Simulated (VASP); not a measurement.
# PbS (Galena) (Fm-3m) in VASP: a series of runs

Aim: see how the results for PbS (Galena) move with the level of theory and the settings. Levels: PBEsol, PBE. Tasks: single point.

Program: VASP 6.6.1. These are calculated values, not measurements. Logs are shortened: lines on timing, memory, paths and dates and some standing lists are left out, and cuts for length are marked.

### 1 The cell of the first run

The structure is cubic, space group Fm-3m (No. 225). Conventional cell: a = 5.895 Å, b = 5.895 Å, c = 5.895 Å, α = 90.00°, β = 90.00°, γ = 90.00°. Within 3.9 Å of Pb (site symmetry m-3m) lie 6 S at 2.95 Å. Within 3.9 Å of S (site symmetry m-3m) lie 6 Pb at 2.95 Å.

### 2 Single point, PBEsol

INCAR reads:

```
  PREC = Accurate
  ENCUT = 500
  EDIFF = 1E-6
  ISMEAR = 0
  SIGMA = 0.01
  LREAL = F
  LASPH = T
  NELM = 120
  ALGO = Normal
  ISIF = 2
  LWAVE = F
  LCHARG = T
  GGA = PS
  LELF = T
  LVHAR = T
  NBANDS = 17
  GGA_COMPAT = F
```

KPOINTS reads:

```
regular mesh
0
Gamma
  5 5 5
```

POSCAR reads:

```
PbS
1.0
    0.0000000000      2.9475365480      2.9475365480
    2.9475365480      0.0000000000      2.9475365480
    2.9475365480      2.9475365480      0.0000000000
Pb S
1 1
Direct
    0.0000000000      0.0000000000      0.0000000000
    0.5000000000      0.5000000000      0.5000000000
```

Potentials or basis: VASP PAW PBE potentials, release 64 (Pb_d, S).

The run is started by

```
> cat potpaw_PBE.64/Pb_d/POTCAR potpaw_PBE.64/S/POTCAR > POTCAR
> mpirun -np 1 vasp_std > vasp.out
```

OUTCAR:

```text
PREC = Accurate
   ENCUT = 500
   EDIFF = 1E-6
   ISMEAR = 0
   LREAL = F
   LASPH = T
   NELM = 120
   ISIF = 2
   GGA = PS

 ion  position               nearest neighbor table
   1  0.000  0.000  0.000-   2 2.95   2 2.95   2 2.95   2 2.95   2 2.95   2 2.95
   2  0.500  0.500  0.500-   1 2.95   1 2.95   1 2.95   1 2.95   1 2.95   1 2.95

  LATTYP: Found a face centered cubic cell.
 ALAT       =     5.8950730960

  Lattice vectors:

 A1 = (   0.0000000000,   2.9475365480,   2.9475365480)
 A2 = (   2.9475365480,   0.0000000000,   2.9475365480)
 A3 = (   2.9475365480,   2.9475365480,   0.0000000000)

Analysis of symmetry for initial positions (statically):
=====================================================================
 Subroutine PRICEL returns:
 Original cell was already a primitive cell.

 Routine SETGRP: Setting up the symmetry group for a
 face centered cubic supercell.

 Subroutine GETGRP returns: Found 48 space group operations
 (whereof 48 operations were pure point group operations)
 out of a pool of 48 trial point group operations.

The static configuration has the point symmetry O_h .

Analysis of symmetry for dynamics (positions and initial velocities):
=====================================================================
 Subroutine PRICEL returns:
 Original cell was already a primitive cell.

 Routine SETGRP: Setting up the symmetry group for a
 face centered cubic supercell.

 Subroutine GETGRP returns: Found 48 space group operations
 (whereof 48 operations were pure point group operations)
 out of a pool of 48 trial point group operations.

The dynamic configuration has the point symmetry O_h .

 Subroutine INISYM returns: Found 48 space group operations
 (whereof 48 operations are pure point group operations),
 and found     1 'primitive' translations

----------------------------------------------------------------------------------------

                                     Primitive cell

  volume of cell :      51.2162

  direct lattice vectors                    reciprocal lattice vectors
     0.000000000  2.947536548  2.947536548    -0.169633181  0.169633181  0.169633181
     2.947536548  0.000000000  2.947536548     0.169633181 -0.169633181  0.169633181
     2.947536548  2.947536548  0.000000000     0.169633181  0.169633181 -0.169633181

  length of vectors
     4.168446162  4.168446162  4.168446162     0.293813288  0.293813288  0.293813288

  position of ions in fractional coordinates (direct lattice)
     0.000000000  0.000000000  0.000000000
     0.500000000  0.500000000  0.500000000

  ion indices of the primitive-cell ions
   primitive index   ion index
                 1           1
                 2           2

----------------------------------------------------------------------------------------

 KPOINTS: regular mesh

Automatic generation of k-mesh.
 Grid dimensions read from file:
 generate k-points for:    5    5    5

 Generating k-lattice:

  Cartesian coordinates                     Fractional coordinates (reciprocal lattice)
    -0.033926636  0.033926636  0.033926636     0.200000000  0.000000000  0.000000000
     0.033926636 -0.033926636  0.033926636     0.000000000  0.200000000  0.000000000
     0.033926636  0.033926636 -0.033926636     0.000000000  0.000000000  0.200000000

  Length of vectors
     0.058762658  0.058762658  0.058762658

  Shift w.r.t. Gamma in fractional coordinates (k-lattice)
     0.000000000  0.000000000  0.000000000

 Subroutine IBZKPT returns following result:
 ===========================================

 Found     10 irreducible k-points:

 Following reciprocal coordinates:
            Coordinates               Weight
  0.000000  0.000000  0.000000      1.000000
  0.200000  0.000000  0.000000      8.000000
  0.400000  0.000000  0.000000      8.000000
  0.200000  0.200000  0.000000      6.000000
  0.400000  0.200000  0.000000     24.000000
 -0.400000  0.200000  0.000000     24.000000
 -0.200000  0.200000  0.000000     12.000000
  0.400000  0.400000  0.000000      6.000000
 -0.400000  0.400000  0.000000     12.000000
 -0.400000  0.400000  0.200000     24.000000
   k-points           NKPTS =     10   k-points in BZ     NKDIM =     10   number of bands    NBANDS=     17
   number of dos      NEDOS =    301   number of ions     NIONS =      2
   total plane-waves  NPLWV =  27000
   dimension x,y,z NGX =    30 NGY =   30 NGZ =   30
   dimension x,y,z NGXF=    60 NGYF=   60 NGZF=   60
   ions per type =               1   1
   NGX,Y,Z   is equivalent  to a cutoff of  11.96, 11.96, 11.96 a.u.
   NGXF,Y,Z  is equivalent  to a cutoff of  23.93, 23.93, 23.93 a.u.
 SYSTEM =  unknown system
   PREC   = accura    normal or accurate (medium, high low for compatibility)
   ISTART =      0    job   : 0-new  1-cont  2-samecut
   ICHARG =      2    charge: 1-file 2-atom 10-const
   ISPIN  =      1    spin polarized calculation?
   LNONCOLLINEAR =      F non collinear calculations
   LSORBIT =      F    spin-orbit coupling
   LASPH  =      T    aspherical Exc in radial PAW
   ENCUT  =  500.0 eV  36.75 Ry    6.06 a.u.   7.60  7.60  7.60*2*pi/ulx,y,z
   NELM   =    120;   NELMIN=  2; NELMDL= -5     # of ELM steps
   EDIFF  = 0.1E-05   stopping-criterion for ELM
   LREAL  =      F    real-space projection
   EDIFFG = 0.1E-04   stopping-criterion for IOM
   NSW    =      0    number of steps for IOM
   IBRION =     -1    ionic relax: 0-MD 1-quasi-New 2-CG
   NFREE  =      0    steps in history (QN), initial steepest desc. (CG)
   ISIF   =      2    stress and relaxation
   ISYM   =      2    0-nonsym 1-usesym 2-fastsym
   POTIM  = 0.5000    time-step for ionic-motion
   TEBEG  =    0.0;   TEEND  =   0.0 temperature during run
   PSTRESS=    0.0 pullay stress
   NELECT =      20.0000    total number of electrons
   NUPDOWN=      -1.0000    fix difference up-down
   EMIN   =  10.00;   EMAX   =-10.00  energy-range for DOS
   EFERMI =   0.00;   METHOD = LEGACY
   ISMEAR =     0;   SIGMA  =   0.01  broadening in eV -4-tet -1-fermi 0-gaus
   EFERMI_NEDOS =   21; number of points for ismear=-14 and -15
   IALGO  =     38    algorithm
   IMIX   =      4    mixing-type and parameters
     AMIX     =   0.40;   BMIX     =  1.00
     AMIX_MAG =   1.60;   BMIX_MAG =  1.00
  volume/ion in A,a.u.               =      25.61       172.81
  Fermi-wavevector in a.u.,A,eV,Ry     =   1.196600  2.261246 19.481520  1.431851
  Thomas-Fermi vector in A             =   2.332536
   LORBIT       =      0    0 simple, 1 ext, 2 COOP (PROOUT), +10 PAW based schemes
   GGA     = PS    functional components
   LHFCALC =     F    Hartree Fock is set to
   AEXX    =    0.0000 exact exchange contribution
   IVDW    =     0    specifies the selected vdW correction
   LEPSILON=     F    determine dielectric tensor
   LRPA    =     F    only Hartree local field effects (RPA)
 non-spin polarized calculation
 Gauss-broadening in eV      SIGMA  =   0.01
  energy-cutoff  :      500.00
  volume of cell :       51.22
 maximum number of plane-waves:      1326
 NGX is ok and might be reduce to    30
   NGX = 15   NGY = 15   NGZ = 15

 number of electron      20.0000005 magnetization

 Free energy of the ion-electron system (eV)
  ---------------------------------------------------
  ext. energy  EPLUGINS =         0.00000000
  ---------------------------------------------------
  free energy    TOTEN  =        -9.47299544 eV

  energy without entropy =       -9.47299544  energy(sigma->0) =       -9.47299544

 E-fermi :   5.5663     XC(G=0):  -9.9786

 val. band max:        5.4922405185   @ k =   0.4000   0.0000   0.0000
 cond. band min:       6.7280557856   @ k =   0.4000   0.0000   0.0000
 fundamental gap:      1.2358152671
 Fermi energy:         5.5663011200

 k-point     1 :       0.0000    0.0000    0.0000
  band No.  band energies     occupation
      1     -10.8502      2.00000
      2     -10.8502      2.00000
      3     -10.8502      2.00000
      4     -10.8380      2.00000
      5     -10.8380      2.00000
      6      -7.8491      2.00000
[... 9 lines left out ...]
     16      12.5263      0.00000
     17      14.3187      0.00000

 k-point     2 :       0.2000    0.0000    0.0000
  band No.  band energies     occupation
      1     -10.8530      2.00000
      2     -10.8530      2.00000
      3     -10.8488      2.00000
      4     -10.8297      2.00000
      5     -10.8297      2.00000
      6      -7.5027      2.00000
[... 9 lines left out ...]
     16      13.3759      0.00000
     17      16.8513      0.00000

 k-point     3 :       0.4000    0.0000    0.0000
  band No.  band energies     occupation
      1     -10.8712      2.00000
      2     -10.8712      2.00000
      3     -10.8477      2.00000
      4     -10.8023      2.00000
      5     -10.8023      2.00000
      6      -6.7237      2.00000
[... 9 lines left out ...]
     16      15.2893      0.00000
     17      17.3534      0.00000

 k-point     4 :       0.2000    0.2000    0.0000
  band No.  band energies     occupation
      1     -10.8787      2.00000
      2     -10.8601      2.00000
      3     -10.8282      2.00000
      4     -10.8278      2.00000
      5     -10.8278      2.00000
      6      -7.3729      2.00000
[... 9 lines left out ...]
     16      14.9811      0.00000
     17      15.4656      0.00000

 k-point     5 :       0.4000    0.2000    0.0000
  band No.  band energies     occupation
      1     -10.9147      2.00000
      2     -10.8556      2.00000
      3     -10.8417      2.00000
      4     -10.8130      2.00000
      5     -10.7982      2.00000
      6      -6.7010      2.00000
[... 9 lines left out ...]
     16      16.2864      0.00000
     17      17.4108      0.00000

 k-point     6 :      -0.4000    0.2000    0.0000
  band No.  band energies     occupation
      1     -10.9084      2.00000
      2     -10.8567      2.00000
      3     -10.8368      2.00000
      4     -10.8147      2.00000
      5     -10.8001      2.00000
      6      -6.3420      2.00000
[... 9 lines left out ...]
     16      15.2804      0.00000
     17      17.6365      0.00000

 k-point     7 :      -0.2000    0.2000    0.0000
  band No.  band energies     occupation
      1     -10.8713      2.00000
      2     -10.8579      2.00000
      3     -10.8434      2.00000
      4     -10.8254      2.00000
      5     -10.8139      2.00000
      6      -6.9798      2.00000
[... 9 lines left out ...]
     16      15.7435      0.00000
     17      16.1621      0.00000

 k-point     8 :       0.4000    0.4000    0.0000
  band No.  band energies     occupation
      1     -10.9903      2.00000
      2     -10.8761      2.00000
      3     -10.8123      2.00000
      4     -10.7896      2.00000
      5     -10.7896      2.00000
      6      -6.2984      2.00000
[... 9 lines left out ...]
     16      17.7488      0.00000
     17      18.0314      0.00000

 k-point     9 :      -0.4000    0.4000    0.0000
  band No.  band energies     occupation
      1     -10.9829      2.00000
      2     -10.8624      2.00000
      3     -10.8238      2.00000
      4     -10.7959      2.00000
      5     -10.7888      2.00000
      6      -6.0551      2.00000
[... 9 lines left out ...]
     16      17.2554      0.00000
     17      18.4045      0.00000

 k-point    10 :      -0.4000    0.4000    0.2000
  band No.  band energies     occupation
      1     -10.9501      2.00000
      2     -10.8458      2.00000
      3     -10.8406      2.00000
      4     -10.8138      2.00000
      5     -10.7901      2.00000
      6      -6.1761      2.00000
[... 9 lines left out ...]
     16      17.4717      0.00000
     17      17.6120      0.00000

------------------------ aborting loop because EDIFF is reached ----------------------------------------

  FORCE on cell =-STRESS in cart. coord.  units (eV):
  Direction    XX          YY          ZZ          XY          YZ          ZX
  --------------------------------------------------------------------------------------
  -------------------------------------------------------------------------------------
  Total       -0.0215025     -0.0215025     -0.0215025      0.0000000      0.0000000     -0.0000000
  in kB       -0.6726539     -0.6726539     -0.6726539      0.0000000      0.0000000     -0.0000000
  external PRESSURE =      -0.6726539 kB  Pullay stress =       0.0000000 kB

 VOLUME and BASIS-vectors are now :
 -----------------------------------------------------------------------------
  energy-cutoff  :      500.00
  volume of cell :       51.22
      direct lattice vectors                 reciprocal lattice vectors
     0.000000000  2.947536548  2.947536548    -0.169633181  0.169633181  0.169633181
     2.947536548  0.000000000  2.947536548     0.169633181 -0.169633181  0.169633181
     2.947536548  2.947536548  0.000000000     0.169633181  0.169633181 -0.169633181

 POSITION                                       TOTAL-FORCE (eV/Angst)
 -----------------------------------------------------------------------------------
      0.00000      0.00000      0.00000         0.000000      0.000000      0.000000
      2.94754      2.94754      2.94754        -0.000000      0.000000     -0.000000
 -----------------------------------------------------------------------------------
    total drift:                               -0.000000      0.000000      0.000000

  FREE ENERGIE OF THE ION-ELECTRON SYSTEM (eV)
  ---------------------------------------------------
  free  energy   TOTEN  =        -9.4729954390 eV

  energy  without entropy=       -9.4729954390  energy(sigma->0) =       -9.47299544
```

It took 16 s on 1 thread of Intel Xeon 8259CL, shared host; peak memory 0.17 GiB.

Results:

```
Free energy : -9.4730 eV
Pressure    : -0.1 GPa
```

Levels at points of the mesh, in eV from the Fermi level:
```
           k point  band 6  band 7  band 8  band 9  band 10  band 11  band 12  band 13  band 14  band 15
(0.00, 0.00, 0.00)  -13.42   -5.66   -1.91   -1.91    -1.91     5.58     5.58     5.58     6.96     6.96
```

Caveat: this odd mesh misses L, where the gap lies, so gap, dielectric constants and Born charges aren't listed; the PAW data sets were made with another functional, which shifts forces and pressure a little; spin-orbit coupling is left out, which moves the levels of the heavy elements.

### 3 Single point, PBE

This run uses another cell than the first one, of 27.04 Å³/atom, 1.056 times its volume.

INCAR reads:

```
ALGO     = Normal         # electronic algorithm
EDIFF    = 1E-6           # SCF threshold, eV
ENCUT    = 500            # plane-wave cutoff, eV
GGA      = PE             # functional
GGA_COMPAT= False        
ISIF     = 2              # what is computed and relaxed
ISMEAR   = 0              # smearing method
LASPH    = True           # aspherical terms in the spheres
LCHARG   = False          # write CHGCAR
LREAL    = False          # projectors in reciprocal space
LWAVE    = False          # write WAVECAR
NBANDS   = 17             # bands
NELM     = 120            # most SCF steps
PREC     = Accurate       # precision mode
SIGMA    = 0.01           # smearing width, eV
```

KPOINTS reads:

```
k-points
0
Gamma
  5 5 5
```

POSCAR reads:

```
PbS
1.0
    0.0000000000      3.0013219588      3.0013219588
    3.0013219588      0.0000000000      3.0013219588
    3.0013219588      3.0013219588      0.0000000000
Pb S
1 1
Direct
    0.0000000000      0.0000000000      0.0000000000
    0.5000000000      0.5000000000      0.5000000000
```

Potentials or basis: VASP PAW PBE potentials, release 64 (Pb_d, S).

The run is started by

```
> cat potpaw_PBE.64/Pb_d/POTCAR potpaw_PBE.64/S/POTCAR > POTCAR
> mpirun -np 1 vasp_std > vasp.out
```

OUTCAR:

```text
EDIFF = 1E-6
   ENCUT = 500
   GGA = PE
   ISIF = 2
   ISMEAR = 0
   LASPH = True
   LREAL = False
   NELM = 120
   PREC = Accurate

 ion  position               nearest neighbor table
   1  0.000  0.000  0.000-   2 3.00   2 3.00   2 3.00   2 3.00   2 3.00   2 3.00
   2  0.500  0.500  0.500-   1 3.00   1 3.00   1 3.00   1 3.00   1 3.00   1 3.00

  LATTYP: Found a face centered cubic cell.
 ALAT       =     6.0026439176

  Lattice vectors:

 A1 = (   0.0000000000,   3.0013219588,   3.0013219588)
 A2 = (   3.0013219588,   0.0000000000,   3.0013219588)
 A3 = (   3.0013219588,   3.0013219588,   0.0000000000)

Analysis of symmetry for initial positions (statically):
=====================================================================
 Subroutine PRICEL returns:
 Original cell was already a primitive cell.

 Routine SETGRP: Setting up the symmetry group for a
 face centered cubic supercell.

 Subroutine GETGRP returns: Found 48 space group operations
 (whereof 48 operations were pure point group operations)
 out of a pool of 48 trial point group operations.

The static configuration has the point symmetry O_h .

Analysis of symmetry for dynamics (positions and initial velocities):
[... 145 lines left out ...]

 val. band max:        4.9645688954   @ k =   0.4000   0.0000   0.0000
 cond. band min:       6.3004638426   @ k =   0.4000   0.0000   0.0000
 fundamental gap:      1.3358949473
 Fermi energy:         5.0645108533

 k-point     1 :       0.0000    0.0000    0.0000
  band No.  band energies     occupation
      1     -11.4157      2.00000
      2     -11.4157      2.00000
      3     -11.4157      2.00000
      4     -11.3986      2.00000
      5     -11.3986      2.00000
      6      -7.9284      2.00000
[... 177 lines left out ...]
      4     -11.3848      2.00000
      5     -11.3683      2.00000
      6      -6.4877      2.00000
[... 9 lines left out ...]
     16      16.9204      0.00000
     17      16.9311      0.00000

------------------------ aborting loop because EDIFF is reached ----------------------------------------

  FORCE on cell =-STRESS in cart. coord.  units (eV):
  Direction    XX          YY          ZZ          XY          YZ          ZX
  --------------------------------------------------------------------------------------
  -------------------------------------------------------------------------------------
  Total       -0.0273825     -0.0273825     -0.0273825      0.0000000     -0.0000000      0.0000000
  in kB       -0.8113636     -0.8113636     -0.8113636      0.0000000     -0.0000000      0.0000000
  external PRESSURE =      -0.8113636 kB  Pullay stress =       0.0000000 kB

 VOLUME and BASIS-vectors are now :
 -----------------------------------------------------------------------------
  energy-cutoff  :      500.00
  volume of cell :       54.07
      direct lattice vectors                 reciprocal lattice vectors
     0.000000000  3.001321959  3.001321959    -0.166593257  0.166593257  0.166593257
     3.001321959  0.000000000  3.001321959     0.166593257 -0.166593257  0.166593257
     3.001321959  3.001321959  0.000000000     0.166593257  0.166593257 -0.166593257

 POSITION                                       TOTAL-FORCE (eV/Angst)
 -----------------------------------------------------------------------------------
      0.00000      0.00000      0.00000         0.000000     -0.000000     -0.000000
      3.00132      3.00132      3.00132        -0.000000      0.000000      0.000000
 -----------------------------------------------------------------------------------
    total drift:                                0.000000     -0.000000     -0.000000

  FREE ENERGIE OF THE ION-ELECTRON SYSTEM (eV)
  ---------------------------------------------------
  free  energy   TOTEN  =        -8.7802638665 eV

  energy  without entropy=       -8.7802638665  energy(sigma->0) =       -8.78026387
```

stdout:

```text
POSCAR found type information on POSCAR PbS
 POSCAR found :  2 types and       2 ions
 scaLAPACK will be used
 LDA part: xc-table for (Slater+PW92), standard interpolation
 POSCAR, INCAR and KPOINTS ok, starting setup
 FFT: planning ... GRIDC
 FFT: planning ... GRID_SOFT
 FFT: planning ... GRID
 WAVECAR not read
 entering main loop
```

Run time: 12 s. Hardware: 1 thread of Intel Xeon 8259CL, shared host; peak memory 0.17 GiB.

What came out:

| Property | Result |
| --- | --- |
| Free energy | -8.7803 eV |
| Pressure | -0.1 GPa |

Caveat: this odd mesh misses L, where the gap lies, so gap, dielectric constants and Born charges aren't listed; spin-orbit coupling is left out, which moves the levels of the heavy elements.
